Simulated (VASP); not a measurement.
Crystal: Na3LaN2.

```
CELL_PARAMETERS angstrom
3.61913 0.00000 0.00000
0.00000 3.61913 0.00000
0.00000 0.00000 7.86367
ATOMIC_POSITIONS crystal
Na 0.50000 0.00000 0.62505
Na 0.00000 0.50000 0.37495
Na 0.50000 0.50000 0.00000
La 0.00000 0.00000 0.00000
N 0.50000 0.00000 0.26261
N 0.00000 0.50000 0.73739
```

- Program: VASP 6.6.1
- Task: relaxation of cell and atoms
- Functional: PBE
- Potentials or basis: VASP PAW PBE potentials, release 64 (Na_pv, La, N)
- Cutoff: 600 eV
- k mesh: 6 × 6 × 2
- Occupations: gaussian, width 0.1 eV
- Spin: no spin polarisation

At the start: pressure 1.8 GPa; volume 17.17 Å³/atom.

Problem. Where does the relaxation end?

Solution. Over 22 steps the energy falls by 879.7 meV/atom and the volume is 19.64 Å³/atom (+14.4 %); space group P-4m2 (No. 115, to 0.05 Å).

Step by step:
```tsv
step	energy change (eV)	largest force (eV/Å)	pressure (GPa)	volume (Å³)
1	0.0000	3.2190	1.81	103.00
2	-3.5201	2.1480	0.25	104.25
3	-4.4238	1.2541	2.05	103.16
4	-4.1264	1.7559	9.33	95.82
5	-4.4268	1.2998	6.59	98.49
6	-4.8530	0.7845	-1.28	112.32
7	-4.8550	0.7967	-1.68	113.31
8	-5.0061	0.7079	0.18	111.90
9	-5.0379	0.6436	1.61	110.97
10	-5.1475	0.4395	0.37	114.57
11	-5.2164	0.2090	-1.08	120.01
12	-5.2183	0.1783	-1.29	120.97
13	-5.2462	0.2437	0.90	117.98
14	-5.2483	0.2334	0.43	118.59
15	-5.2635	0.1088	0.04	119.51
16	-5.2671	0.1389	-0.25	120.19
17	-5.2711	0.1041	0.14	119.28
18	-5.2711	0.0916	0.10	119.38
19	-5.2745	0.0625	-0.15	119.41
20	-5.2755	0.0337	-0.41	119.43
21	-5.2775	0.0322	-0.17	118.56
22	-5.2780	0.0368	0.03	117.81
```

Final structure:
```cif
data_structure
_symmetry_space_group_name_H-M 'P 1'
_symmetry_Int_Tables_number 1
_cell_length_a 4.4006
_cell_length_b 4.4006
_cell_length_c 6.0837
_cell_angle_alpha 90.000
_cell_angle_beta 90.000
_cell_angle_gamma 90.000
_cell_volume 117.81
loop_
_atom_site_label
_atom_site_type_symbol
_atom_site_fract_x
_atom_site_fract_y
_atom_site_fract_z
_atom_site_occupancy
Na1 Na 0.50000 0.00000 0.55585 1
Na2 Na 0.00000 0.50000 0.44415 1
Na3 Na 0.50000 0.50000 0.00000 1
La1 La 0.00000 0.00000 0.00000 1
N1 N 0.50000 0.00000 0.17866 1
N2 N 0.00000 0.50000 0.82134 1
```

Caveat: the k points lie up to 0.52 Å⁻¹ apart in the final cell.
